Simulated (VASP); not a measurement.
A run of VASP 6.6.1 is set up as follows.

Contents of INCAR:

```
  ALGO = Normal
  EDIFF = 1E-6
  ENCUT = 520
  GGA = PE
  ISIF = 2
  ISMEAR = -1
  ISYM = 0
  LASPH = True
  LCHARG = False
  LREAL = Auto
  LWAVE = False
  NBANDS = 56
  NELM = 100
  PREC = Accurate
  SIGMA = 0.087
```

File KPOINTS:

```
Automatic mesh
0
Gamma
  1 1 1
  0.25 0.25 0.25
```

File POSCAR:

```
Si
1.0
    7.2812860000      0.0138440000     -0.2431290000
    0.0138440000      7.4715990000     -0.0584000000
   -0.2431290000     -0.0584000000      7.1523540000
Si
20
Direct
    0.1738917217      0.1592063386      0.4171794028
    0.2380580886      0.4800341511      0.6666157491
    0.7106075952      1.0387798114      0.0344837595
    0.9677484932      0.2555569329      0.1500416853
    0.4216721086      0.9321581895      0.1162470085
    0.9743515861      0.9758125908      0.5678989857
    0.2136172686      0.9013031702      0.7953969641
    0.9546624491      0.6340446402      0.6165864181
    0.6030800369      0.3522924495      0.7656156456
    0.4714280353      0.0656113192      0.4223958333
    0.4726397028      0.6317985731      0.9081988189
    0.9086826333      0.2856466143      0.7285746570
    0.4590916107      0.0651647089      0.7603636653
    0.2705651580      0.4955912039      0.1522165657
   -0.0327702367      0.5871820722      0.2185156157
    0.7187409460      0.8994068597      0.3445486798
    0.8432306025      0.7534532428      0.9547976068
    0.4273160339      0.3850496995      0.4417074186
    0.0870743086      0.9500184917      0.0699258411
    0.1907483045      0.2002788178      0.9156975071
```

Potentials or basis: VASP PAW PBE potentials, release 64 (Si).

Run with:

```console
$ cat potpaw_PBE.64/Si/POTCAR > POTCAR
$ mpirun -np 1 vasp_std > vasp.out
```

Q: Predict the band gap on the k mesh.

A: 0.27 eV.

Q: What does it give for the pressure?

A: 1.3 GPa.

Q: Predict the largest force.

A: 2.605 eV/Å.

Forces in eV/Å, atoms in the order of the input:
```
Si  -1.010  0.145 -0.786
Si  -0.371  0.145  0.714
Si   0.763  0.723  0.384
Si  -0.307  0.483  0.371
Si  -0.119 -1.688  0.600
Si  -0.525  0.249  0.032
Si  -0.973 -2.134 -1.132
Si  -0.695 -0.048  0.277
Si  -0.374  0.566 -0.320
Si   0.040  0.207  0.870
Si  -0.374 -0.258  0.970
Si   0.461 -0.028 -0.483
Si   1.395  0.852 -0.689
Si   1.153 -0.165 -0.557
Si  -0.365 -0.269  0.333
Si   0.643  0.115 -0.640
Si  -0.337 -1.281 -0.960
Si   0.463  0.711 -0.339
Si   0.227 -0.835  1.661
Si   0.306  2.510 -0.308
```

Caveat: the k points lie up to 0.88 Å⁻¹ apart.
